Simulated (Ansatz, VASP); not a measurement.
**One calculation of Re, two programs**

```xyz
2
Lattice="2.8149 0.0000 0.0000 -1.4075 2.4378 0.0000 0.0000 0.0000 4.5456" Properties=species:S:1:pos:R:3 pbc="T T T"
Re    1.4075    0.8126    3.4092
Re    0.0000    1.6252    1.1364
```

Change from the starting cell: volume scaled by 1.06.

Alike in both runs: task single point; functional PBE; k mesh 11 × 11 × 6; occupations fermi-dirac, width 0.05 eV; no spin polarisation.

|  | VASP | Ansatz |
| --- | --- | --- |
| version | VASP 6.6.1 | Ansatz 0.2.0 |
| potentials or method | VASP PAW PBE potentials, release 64 (Re), cutoff 520 eV | all-electron LAPW, scalar-relativistic |

```tsv
	VASP	Ansatz	Ansatz less VASP
gap on the k mesh at the Fermi level (eV)	none	none	-
pressure (GPa)	-14.7	-13.9	+0.86
traceless stress, the component that is largest in VASP (GPa)	0.06	0.22	+0.165
```

A gap of «none» marks a metal or a gap that the smearing closes. Ansatz ran all-electron here, and VASP with PAW potentials.

Spin-orbit coupling is off throughout.
